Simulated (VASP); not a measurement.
NaI:

```xyz
2
Lattice="0.0000 3.2297 3.2297 3.2297 0.0000 3.2297 3.2297 3.2297 0.0000" Properties=species:S:1:pos:R:3 pbc="T T T"
Na    0.0000    0.0000    0.0000
I     3.2297    3.2297    3.2297
```

Base run:

```yaml
Program: VASP 6.6.1
Functional: r2SCAN
Potentials_or_basis: VASP PAW PBE potentials, release 64 (Na_pv, I)
Cutoff: 520 eV
k_mesh: 6 × 6 × 6
Occupations: gaussian, width 0.01 eV
Spin: no spin polarisation
```

Its results: band gap on the k mesh 4.46 eV, direct; pressure -0.1 GPa.

**Question.** The run is repeated on the same cell with these changes: functional from r2SCAN to PBEsol. What comes out?

**Answer.** Band gap on the k mesh 3.52 eV, direct; pressure -0.4 GPa.

r2SCAN gives the wider gap, since meta-GGAs in the generalised Kohn-Sham scheme recover part of the derivative discontinuity.

Caveats: the PAW data sets were made with another functional, which shifts forces and pressure a little; spin-orbit coupling is left out, which moves the levels of the heavy elements.

